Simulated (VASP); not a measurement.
A run of VASP 6.6.1:

Contents of INCAR:

```
ALGO = Normal
EDIFF = 1E-6
ENCUT = 520
GGA = PE
ISIF = 2
ISMEAR = 0
LASPH = True
LCHARG = False
LREAL = False
LWAVE = False
NBANDS = 51
NELM = 60
PREC = Accurate
SIGMA = 0.2
```

File KPOINTS:

```
k-points
0
Gamma
  4 4 3
```

File POSCAR:

```
SiF5
1.0
    5.8745981097      0.0000000000      0.0000000000
   -2.9372990548      5.0875512000      0.0000000000
    0.0000000000      0.0000000000      6.6157703086
Si F
2 10
Direct
    0.3333333333      0.6666666667      0.2500000000
    0.6666666667      0.3333333333      0.7500000000
    0.6512585971      0.8256292985      0.2500000000
    0.1743707015      0.3487414029      0.2500000000
    0.1743707015      0.8256292985      0.2500000000
    0.3333333333      0.6666666667      0.9946869141
    0.3333333333      0.6666666667      0.5053130859
    0.8256292985      0.6512585971      0.7500000000
    0.8256292985      0.1743707015      0.7500000000
    0.3487414029      0.1743707015      0.7500000000
    0.6666666667      0.3333333333      0.4946869141
    0.6666666667      0.3333333333      0.0053130859
```

Potentials or basis: VASP PAW PBE potentials, release 64 (Si, F).

Launch:

```console
$ cat potpaw_PBE.64/Si/POTCAR potpaw_PBE.64/F/POTCAR > POTCAR
$ mpirun -np 1 vasp_std > vasp.out
```

Hardware: 1 thread of AMD EPYC 7R13 Processor (Zen 3) (shared host).

Question: Estimate the wall time of this run.

Answer: Wall time 97 s on 1 thread of AMD EPYC 7R13 Processor (Zen 3), on a shared host, peak memory 0.3 GiB. Counts: scf iterations 14, k points 8.
